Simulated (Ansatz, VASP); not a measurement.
Ge: VASP beside Ansatz

```xyz
4
Lattice="4.4311 0.0000 0.0000 -2.2155 3.8374 0.0000 0.0000 0.0000 5.3968" Properties=species:S:1:pos:R:3 pbc="T T T"
Ge    0.0000    0.0000    1.3492
Ge    0.0000    0.0000    4.0476
Ge    0.0000    2.5583    1.3492
Ge    2.2155    1.2791    4.0476
```

Alike in both runs: task relaxation of cell and atoms; functional PBE; k mesh 12 × 12 × 8; occupations gaussian, width 0.1 eV; no spin polarisation.

|  | VASP | Ansatz |
| --- | --- | --- |
| version | VASP 6.6.1 | Ansatz 0.2.0 |
| potentials or method | VASP PAW PBE potentials, release 64 (Ge_d), cutoff 600 eV | scalar-relativistic, plane waves, PAW |
| valence electrons in the cell | 56 | 56 |

```csv
,VASP,Ansatz,Ansatz less VASP
"gap on the k mesh at the Fermi level, each at its own relaxed structure (eV)",none,none,-
relaxed volume (Å³/atom),23.09,23.04,-0.043
relaxed length of the cell vector where the two differ most in proportion (Å),5.437,5.430,-0.0071
```

A gap of «none» marks a metal or a gap that the smearing closes.
